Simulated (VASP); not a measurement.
# Ba2Tl5V3O12 (P-42m) in VASP: notebook, part 2 of 2

VASP 6.6.1. Earlier steps stand in the parts before.

### 3 Optical spectrum, PBE, collinear spin, ferromagnetic start

Contents of INCAR:

```
SYSTEM = Ba2Tl5V3O12
PREC     = Accurate       ! precision mode
ENCUT    = 520            ! plane-wave cutoff, eV
EDIFF    = 1E-7           ! SCF threshold, eV
ISMEAR   = -1             ! smearing method
SIGMA    = 0.05           ! smearing width, eV
LREAL    = .FALSE.        ! projectors in reciprocal space
LASPH    = .TRUE.         ! aspherical terms in the spheres
NELM     = 120            ! most SCF steps
ALGO     = Normal         ! electronic algorithm
ISIF     = 2              ! what is computed and relaxed
LWAVE    = .FALSE.        ! write WAVECAR
LCHARG   = .FALSE.        ! write CHGCAR
ISPIN    = 2              ! spin polarisation
MAGMOM   = 0 0 2 2 2 0 0 0 0 0 0 0 0 0 0 0 0 0 0 0 0 0 ! initial moments
LORBIT   = 11             ! projections on sites
LMAXMIX  = 4              ! l up to which the mixer works
GGA      = PE             ! functional
LOPTICS  = .TRUE.         ! frequency-dependent dielectric function
NBANDS   = 122            ! bands
NEDOS    = 2000           ! points of the DOS
CSHIFT   = 0.1          
KPAR     = 4
```

Contents of KPOINTS:

```
Automatic mesh
0
G
  3 3 4
  0 0 0
```

Contents of POSCAR:

```
Ba2Tl5V3O12
1.0
   10.9745700000      0.0000000000      0.0000000000
    0.0000000000     10.9745700000      0.0000000000
    0.0000000000      0.0000000000      6.6040000000
Ba V Tl O
2 3 5 12
Direct
    0.0000000000      0.5000000000      0.0000000000
    0.5000000000      0.0000000000      0.0000000000
    0.5000000000      0.5000000000      0.0000000000
    0.5000000000      0.0000000000      0.5000000000
    0.0000000000      0.5000000000      0.5000000000
    0.5000000000      0.5000000000      0.5000000000
    0.7126000000      0.2874000000      0.4022800000
    0.2874000000      0.7126000000      0.4022800000
    0.7126000000      0.7126000000      0.5977200000
    0.2874000000      0.2874000000      0.5977200000
    0.4106400000      0.5893600000      0.1577000000
    0.5893600000      0.4106400000      0.1577000000
    0.5893600000      0.5893600000      0.8423000000
    0.4106400000      0.4106400000      0.8423000000
    0.5866100000      0.0857000000      0.3337800000
    0.4133900000      0.0857000000      0.6662200000
    0.5866100000      0.9143000000      0.6662200000
    0.4133900000      0.9143000000      0.3337800000
    0.0857000000      0.5866100000      0.3337800000
    0.0857000000      0.4133900000      0.6662200000
    0.9143000000      0.5866100000      0.6662200000
    0.9143000000      0.4133900000      0.3337800000
```

Potentials or basis: VASP PAW PBE potentials, release 64 (Ba_sv, V_sv, Tl_d, O).

Started as:

```
cat potpaw_PBE.64/Ba_sv/POTCAR potpaw_PBE.64/V_sv/POTCAR potpaw_PBE.64/Tl_d/POTCAR potpaw_PBE.64/O/POTCAR > POTCAR
mpirun -np 4 vasp_std > vasp.out
```

OUTCAR:

```text
SYSTEM = Ba2Tl5V3O12
   PREC = Accurate
   ENCUT = 520
   EDIFF = 1E-7
   ISMEAR = -1
   LREAL = .FALSE.
   LASPH = .TRUE.
   NELM = 120
   ISIF = 2
   ISPIN = 2
   LORBIT = 11
   GGA = PE

 ion  position               nearest neighbor table
   1  0.000  0.500  0.000-  19 2.58  20 2.58  21 2.58  22 2.58   5 3.30   5 3.30
   2  0.500  0.000  0.000-  15 2.58  16 2.58  17 2.58  18 2.58   4 3.30   4 3.30
   3  0.500  0.500  0.000-  11 1.73  12 1.73  13 1.73  14 1.73   6 3.30   6 3.30
   4  0.500  0.000  0.500-  15 1.73  16 1.73  17 1.73  18 1.73   2 3.30   2 3.30
   5  0.000  0.500  0.500-  19 1.73  20 1.73  21 1.73  22 1.73   1 3.30   1 3.30
   6  0.500  0.500  0.500-  11 2.65  12 2.65  13 2.65  14 2.65   3 3.30   3 3.30   8 3.36   9 3.36
                            10 3.36   7 3.36
   7  0.713  0.287  0.402-  12 2.50  15 2.65  22 2.65   6 3.36
   8  0.287  0.713  0.402-  11 2.50  18 2.65  19 2.65   6 3.36
   9  0.713  0.713  0.598-  13 2.50  17 2.65  21 2.65   6 3.36
  10  0.287  0.287  0.598-  14 2.50  16 2.65  20 2.65   6 3.36
  11  0.411  0.589  0.158-   3 1.73   8 2.50   6 2.65
  12  0.589  0.411  0.158-   3 1.73   7 2.50   6 2.65
[... 2550 lines left out ...]
  --------------------------------------------------------------------------------------------------------------
     0.00000     7.56877     7.56877     7.85739    -0.00000    -0.00000     0.00000
     0.83130     0.40711     0.40711     0.41865    -0.00000    -0.00000     0.00000
     1.66260     0.26651     0.26651     0.26057    -0.00000    -0.00000     0.00000
     2.49391     0.55819     0.55819     0.30198    -0.00000    -0.00000     0.00000
     3.32521     1.54296     1.54296     1.82263    -0.00000    -0.00000     0.00000
     4.15651     2.54212     2.54212     3.86263     0.00000     0.00000     0.00000
[... 92 lines left out ...]
    81.46760     0.00000     0.00000     0.00000    -0.00000     0.00000    -0.00000
    82.29891     0.00000     0.00000     0.00000    -0.00000     0.00000    -0.00000

  frequency dependent      REAL DIELECTRIC FUNCTION (independent particle, no local field effects) current-current
     E(ev)        X           Y           Z          XY          YZ          ZX
  --------------------------------------------------------------------------------------------------------------
     0.00000     2.56964     2.56964     2.62991     0.00000    -0.00000     0.00000
     0.83130     2.62721     2.62721     2.68206     0.00000    -0.00000     0.00000
     1.66260     2.84697     2.84697     2.86979     0.00000    -0.00000    -0.00000
     2.49391     3.61837     3.61837     3.37672     0.00000    -0.00000    -0.00000
     3.32521     3.29333     3.29333     3.96639     0.00000    -0.00000    -0.00000
     4.15651     2.22337     2.22337     2.40563     0.00000    -0.00000     0.00000
[... 92 lines left out ...]
    81.46760     0.98962     0.98962     0.99019    -0.00000     0.00000    -0.00000
    82.29891     0.98984     0.98984     0.99040    -0.00000     0.00000    -0.00000

 total charge

# of ion       s       p       d       tot
------------------------------------------
    1        1.993   5.623   0.324   7.940
    2        1.993   5.623   0.324   7.940
    3        2.392   6.420   3.244  12.055
    4        2.401   6.438   3.279  12.118
    5        2.401   6.438   3.279  12.118
    6        1.257   0.215   9.687  11.159
[... 14 lines left out ...]
   21        1.582   3.409   0.000   4.990
   22        1.582   3.409   0.000   4.990
--------------------------------------------------
tot         36.521  72.185  58.854 167.560

 magnetization (x)

# of ion       s       p       d       tot
------------------------------------------
    1        0.000  -0.000   0.000   0.000
    2        0.000  -0.000   0.000   0.000
    3       -0.000  -0.000  -0.000  -0.000
    4       -0.000  -0.000  -0.000  -0.000
    5       -0.000  -0.000  -0.000  -0.000
    6       -0.000   0.000  -0.000  -0.000
[... 14 lines left out ...]
   21       -0.000  -0.000   0.000  -0.000
   22       -0.000  -0.000   0.000  -0.000
--------------------------------------------------
tot         -0.000  -0.000  -0.000  -0.000
```

stdout:

```text
POSCAR found type information on POSCAR BaV TlO
 POSCAR found :  4 types and      22 ions
 scaLAPACK will be used
 -----------------------------------------------------------------------------
|                                                                             |
|                                                                             |
|     You have a (more or less) 'large supercell' and for larger cells it     |
|     might be more efficient to use real-space projection operators.         |
|     Therefore, try LREAL= Auto in the INCAR file.                           |
|     Mind: For very accurate calculation, you might also keep the            |
|     reciprocal projection scheme (i.e. LREAL=.FALSE.).                      |
|                                                                             |
 -----------------------------------------------------------------------------

 LDA part: xc-table for (Slater+PW92), standard interpolation
 POSCAR, INCAR and KPOINTS ok, starting setup
 FFT: planning ... GRIDC
 FFT: planning ... GRID_SOFT
 FFT: planning ... GRID
 WAVECAR not read
 entering main loop
 optical routines
 imaginary and real dielectric function
 recalculating local potential from charge density
 direction            1
 direction            2
 direction            3
```

It took 40 min on 4 MPI ranks of Intel Xeon Platinum 8375C at 2.90GHz (Ice Lake), shared host; peak memory 3.1 GiB.

What came out:

```
Free energy                                           : -143.2456 eV
Pressure                                              : 0.4 GPa
Largest force                                         : 0.210 eV/Å
Band gap on the k mesh                                : 2.57 eV (least direct gap 2.63 eV)
Net moment                                            : 0.00 μB per cell
Valence electrons inside the program's atomic spheres : Ba 7.94; V 12.05, 12.12 (each value once); Tl 11.16, 11.11 (each value once); O 4.96, 4.99 (each value once)
```

Forces in eV/Å, atoms in the order of the input:
```
Ba   0.000  0.000  0.000
Ba   0.000  0.000  0.000
V    0.000  0.000  0.000
V    0.000  0.000  0.000
V    0.000  0.000  0.000
Tl   0.000  0.000  0.000
Tl   0.005 -0.005  0.007
Tl  -0.005  0.005  0.007
Tl   0.005  0.005 -0.007
Tl  -0.005 -0.005 -0.007
O   -0.078  0.078  0.082
O    0.078 -0.078  0.082
O    0.078  0.078 -0.082
O   -0.078 -0.078 -0.082
O    0.145  0.149  0.027
O   -0.145  0.149 -0.027
O    0.145 -0.149 -0.027
O   -0.145 -0.149  0.027
O    0.149  0.145  0.027
O    0.149 -0.145 -0.027
O   -0.149  0.145 -0.027
O   -0.149 -0.145  0.027
```

Stress tensor (GPa, compression positive):
```
0.26 0.00 0.00
0.00 0.26 0.00
0.00 0.00 0.65
```

Levels at points of the mesh, in eV from the valence-band top:
Spin up:
| k point | band 96 | band 97 | band 98 | band 99 | band 100 | band 101 |
| --- | --- | --- | --- | --- | --- | --- |
| (0.00, 0.00, 0.00) | -0.41 | -0.37 | -0.37 | 2.70 | 2.70 | 2.97 |
| (0.00, 0.00, 0.50) | -0.46 | -0.45 | -0.12 | 2.67 | 2.67 | 2.69 |
Spin down:
```csv
k point,band 94,band 95,band 96,band 97,band 98,band 99,band 100,band 101,band 102,band 103
"(0.00, 0.00, 0.00)",-0.81,-0.46,-0.41,-0.37,-0.37,2.70,2.70,2.97,3.03,3.29
"(0.00, 0.00, 0.50)",-0.54,-0.46,-0.46,-0.45,-0.12,2.67,2.67,2.69,3.18,3.24
```

Dielectric function (mean over the directions given):
```
energy (eV)  real part  imaginary part
       0.33       2.60            0.01
       1.00       2.67            0.02
       1.66       2.86            0.04
       2.33       3.32            0.13
       2.99       3.68            1.23
       3.66       3.47            2.23
       4.32       1.96            2.68
       4.99       1.96            2.26
       5.74       0.96            2.62
       6.40       0.46            2.64
       7.07      -0.19            1.94
       7.73      -0.51            1.04
       8.40      -0.34            0.50
       9.06       0.06            0.20
       9.73       0.28            0.13
      10.47       0.49            0.04
      11.14       0.64            0.02
      11.80       0.80            0.04
      12.47       0.76            0.23
      13.13       0.82            0.20
      13.80       0.79            0.18
      14.46       0.84            0.23
      15.21       0.75            0.23
      15.88       0.75            0.14
      16.54       0.81            0.27
      17.21       0.63            0.04
      17.87       0.75            0.01
      18.54       0.81            0.01
      19.20       0.88            0.05
      19.95       0.79            0.05
```

Caveat: spectra need much finer meshes, so this one isn't converged; independent-particle spectra lack excitons; spin-orbit coupling is left out, which moves the levels of the heavy elements; an odd mesh through Γ misses points on the zone boundary, where band edges can lie.

### 4 Electric field gradients, PBE, collinear spin, ferromagnetic start

Edit INCAR of step 3 so:

```diff
@@ -3,3 +3,3 @@
 ENCUT    = 520            ! plane-wave cutoff, eV
-EDIFF    = 1E-7           ! SCF threshold, eV
+EDIFF    = 1E-8           ! SCF threshold, eV
 ISMEAR   = -1             ! smearing method
@@ -18,6 +18,3 @@
 GGA      = PE             ! functional
-LOPTICS  = .TRUE.         ! frequency-dependent dielectric function
-NBANDS   = 122            ! bands
-NEDOS    = 2000           ! points of the DOS
-CSHIFT   = 0.1          
+LEFG     = .TRUE.       
 KPAR     = 4
```

KPOINTS is that of step 3.

POSCAR is that of step 3.

Potentials or basis: VASP PAW PBE potentials, release 64 (Ba_sv, V_sv, Tl_d, O).

Started as:

```
cat potpaw_PBE.64/Ba_sv/POTCAR potpaw_PBE.64/V_sv/POTCAR potpaw_PBE.64/Tl_d/POTCAR potpaw_PBE.64/O/POTCAR > POTCAR
mpirun -np 4 vasp_std > vasp.out
```

OUTCAR:

```text
SYSTEM = Ba2Tl5V3O12
   PREC = Accurate
   ENCUT = 520
   EDIFF = 1E-8
   ISMEAR = -1
   LREAL = .FALSE.
   LASPH = .TRUE.
   NELM = 120
   ISIF = 2
   ISPIN = 2
   LORBIT = 11
   GGA = PE

 ion  position               nearest neighbor table
   1  0.000  0.500  0.000-  19 2.58  20 2.58  21 2.58  22 2.58   5 3.30   5 3.30
   2  0.500  0.000  0.000-  15 2.58  16 2.58  17 2.58  18 2.58   4 3.30   4 3.30
   3  0.500  0.500  0.000-  11 1.73  12 1.73  13 1.73  14 1.73   6 3.30   6 3.30
   4  0.500  0.000  0.500-  15 1.73  16 1.73  17 1.73  18 1.73   2 3.30   2 3.30
   5  0.000  0.500  0.500-  19 1.73  20 1.73  21 1.73  22 1.73   1 3.30   1 3.30
   6  0.500  0.500  0.500-  11 2.65  12 2.65  13 2.65  14 2.65   3 3.30   3 3.30   8 3.36   9 3.36
                            10 3.36   7 3.36
   7  0.713  0.287  0.402-  12 2.50  15 2.65  22 2.65   6 3.36
   8  0.287  0.713  0.402-  11 2.50  18 2.65  19 2.65   6 3.36
   9  0.713  0.713  0.598-  13 2.50  17 2.65  21 2.65   6 3.36
[... 2400 lines left out ...]
 ion       Cq(MHz)       eta       Q (mb)
----------------------------------------------------------------------
   1      -0.828       0.064       1.000
   2      -0.828       0.064       1.000
   3      -0.053       0.000       1.000
   4      -0.117       0.119       1.000
   5      -0.117       0.119       1.000
   6      -0.284       0.000       1.000
[... 14 lines left out ...]
  21       0.032       0.539       1.000
  22       0.032       0.539       1.000
----------------------------------------------------------------------

 total charge

# of ion       s       p       d       tot
------------------------------------------
    1        1.993   5.623   0.324   7.940
    2        1.993   5.623   0.324   7.940
    3        2.392   6.420   3.244  12.055
    4        2.401   6.438   3.279  12.118
    5        2.401   6.438   3.279  12.118
    6        1.257   0.215   9.687  11.159
[... 14 lines left out ...]
   21        1.582   3.409   0.000   4.990
   22        1.582   3.409   0.000   4.990
--------------------------------------------------
tot         36.521  72.185  58.854 167.560

 magnetization (x)

# of ion       s       p       d       tot
------------------------------------------
    1       -0.000  -0.000  -0.000  -0.000
    2       -0.000  -0.000  -0.000  -0.000
    3        0.000   0.000   0.000   0.000
    4       -0.000  -0.000  -0.000  -0.000
    5       -0.000  -0.000  -0.000  -0.000
    6        0.000   0.000  -0.000   0.000
[... 14 lines left out ...]
   21        0.000   0.000   0.000   0.000
   22        0.000   0.000   0.000   0.000
--------------------------------------------------
tot         -0.000   0.000  -0.000  -0.000
```

stdout:

```text
POSCAR found type information on POSCAR BaV TlO
 POSCAR found :  4 types and      22 ions
 scaLAPACK will be used
 -----------------------------------------------------------------------------
|                                                                             |
|                                                                             |
|     You have a (more or less) 'large supercell' and for larger cells it     |
|     might be more efficient to use real-space projection operators.         |
|     Therefore, try LREAL= Auto in the INCAR file.                           |
|     Mind: For very accurate calculation, you might also keep the            |
|     reciprocal projection scheme (i.e. LREAL=.FALSE.).                      |
|                                                                             |
 -----------------------------------------------------------------------------

 LDA part: xc-table for (Slater+PW92), standard interpolation
 POSCAR, INCAR and KPOINTS ok, starting setup
 FFT: planning ... GRIDC
 FFT: planning ... GRID_SOFT
 FFT: planning ... GRID
 WAVECAR not read
 entering main loop
ion   1

ion   2

ion   3
[... 106 lines left out ...]
     0.0000293    -2.3100129    -5.8232919    -1.8908432    -2.3204167    -1.9453934
     0.0000403    -2.3100123    -5.8232908    -1.8908428    -2.3204162    -1.9453931
     0.0000555    -2.3100113    -5.8232888    -1.8908421    -2.3204152    -1.9453925
     0.0000765    -2.3100096    -5.8232855    -1.8908409    -2.3204136    -1.9453916
```

It took 36 min on 4 MPI ranks of Intel Xeon Platinum 8375C at 2.90GHz (Ice Lake), shared host; peak memory 1.9 GiB.

Results:

```
Free energy                                           : -143.2456 eV
Pressure                                              : 0.4 GPa
Largest force                                         : 0.210 eV/Å
Band gap on the k mesh                                : 2.57 eV (least direct gap 2.63 eV)
Net moment                                            : 0.00 μB per cell
Largest electric field gradient by atom               : Ba -342.6; V -21.8, -48.6 (each value once); Tl -117.3, +176.0 (each value once); O -25.2, +13.4 (each value once) V/Å²
Valence electrons inside the program's atomic spheres : Ba 7.94; V 12.05, 12.12 (each value once); Tl 11.16, 11.11 (each value once); O 4.96, 4.99 (each value once)
```

Forces on the atoms (eV/Å):
```
Ba   0.000  0.000  0.000
Ba   0.000  0.000  0.000
V    0.000  0.000  0.000
V    0.000  0.000  0.000
V    0.000  0.000  0.000
Tl   0.000  0.000  0.000
Tl   0.005 -0.005  0.007
Tl  -0.005  0.005  0.007
Tl   0.005  0.005 -0.007
Tl  -0.005 -0.005 -0.007
O   -0.078  0.078  0.082
O    0.078 -0.078  0.082
O    0.078  0.078 -0.082
O   -0.078 -0.078 -0.082
O    0.145  0.149  0.027
O   -0.145  0.149 -0.027
O    0.145 -0.149 -0.027
O   -0.145 -0.149  0.027
O    0.149  0.145  0.027
O    0.149 -0.145 -0.027
O   -0.149  0.145 -0.027
O   -0.149 -0.145  0.027
```

Electric field gradients, principal values (V/Å²):
```
 atom    least   middle  greatest (by size)
 1 Ba  160.241  182.324            -342.565
 2 Ba  160.241  182.324            -342.565
  3 V   10.916   10.916             -21.832
  4 V   21.397   27.182             -48.578
  5 V   21.397   27.182             -48.578
 6 Tl   58.650   58.650            -117.300
 7 Tl  -81.369  -94.661             176.029
 8 Tl  -81.369  -94.661             176.029
 9 Tl  -81.369  -94.661             176.029
10 Tl  -81.369  -94.661             176.029
 11 O    1.016   24.143             -25.159
 12 O    1.016   24.143             -25.159
 13 O    1.016   24.143             -25.159
 14 O    1.016   24.143             -25.159
 15 O   -3.079  -10.276              13.355
 16 O   -3.079  -10.276              13.355
 17 O   -3.079  -10.276              13.355
 18 O   -3.079  -10.276              13.355
 19 O   -3.079  -10.276              13.355
 20 O   -3.079  -10.276              13.355
 21 O   -3.079  -10.276              13.355
 22 O   -3.079  -10.276              13.355
```

Caveat: without QUAD_EFG the Cq values of the log hold for a quadrupole moment of 1 mb, not for the nuclei; spin-orbit coupling is left out, which moves the levels of the heavy elements; an odd mesh through Γ misses points on the zone boundary, where band edges can lie.

### 5 The runs side by side

| task | k mesh for the DOS | occupations for the DOS | gap on the mesh (eV) | pressure (GPa) | moment (μB) | largest force (eV/Å) |
| --- | --- | --- | --- | --- | --- | --- |
| single point | 5 × 5 × 6 | tetrahedron | - | - | 0.00 | - |
| optical spectrum | - | - | 2.57 | 0.4 | 0.00 | 0.21 |
| electric field gradients | - | - | 2.57 | 0.4 | 0.00 | 0.21 |

Alike in all rows: level PBE; potentials or basis VASP PAW PBE potentials, release 64 (Ba_sv, V_sv, Tl_d, O); spin collinear, ferromagnetic start; cell as given; k mesh 3 × 3 × 4; cutoff (eV) 520; smearing fermi-dirac 0.05 eV.

Caveats: spin-orbit coupling is left out, which moves the levels of the heavy elements; an odd mesh through Γ misses points on the zone boundary, where band edges can lie (at least some runs); spectra need much finer meshes, so this one isn't converged (at least some runs); independent-particle spectra lack excitons (at least some runs).

Total energies depend on the potentials used, so only differences within one code and one set of settings carry meaning.
